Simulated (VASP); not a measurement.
Runs of VASP 6.6.1 on Li2Al3H9. The structure is that of space group P4/mmm (No. 123), or close to it. The cells are those of the table. 

| task | cell | k mesh | cutoff (eV) | gap on the mesh (eV) | pressure (GPa) | relaxed volume (Å³/atom) | largest force (eV/Å) |
| --- | --- | --- | --- | --- | --- | --- | --- |
| relaxation of cell and atoms | relaxed from a = 3.683, b = 3.683, c = 11.006 Å, 14 atoms | 10 × 10 × 4 | 600 | none | 0.0 | (a) | - |
| single point | a = 3.665, b = 3.665, c = 11.016 Å, 14 atoms | 10 × 10 × 4 | 520 | none | - | - | - |
| single point | a = 3.684, b = 3.684, c = 10.942 Å, 14 atoms | 4 × 4 × 2 | 520 | none | - | - | 0.01 |
| relaxation of cell and atoms | relaxed from a = 4.097, b = 4.097, c = 12.291 Å, 14 atoms | 4 × 4 × 2 | 600 | none | -0.2 | 10.64 | 0.02 |

Alike in all rows: level PBE; potentials or basis VASP PAW PBE potentials, release 64 (Li_sv, Al, H); no spin polarisation; smearing gaussian 0.1 eV.

Q: Estimate the missing entries.

A: (a) 10.55.

Caveats: some runs use coarse meshes; the cutoff is under 1.25 times the usual one of these potentials, so pressure, stress and relaxed cells hold a basis-set (Pulay) error; the volume moved by over 15 % at a fixed basis, so the end points are rough (some runs).

A gap of «none» marks levels without a gap at the run's occupations.
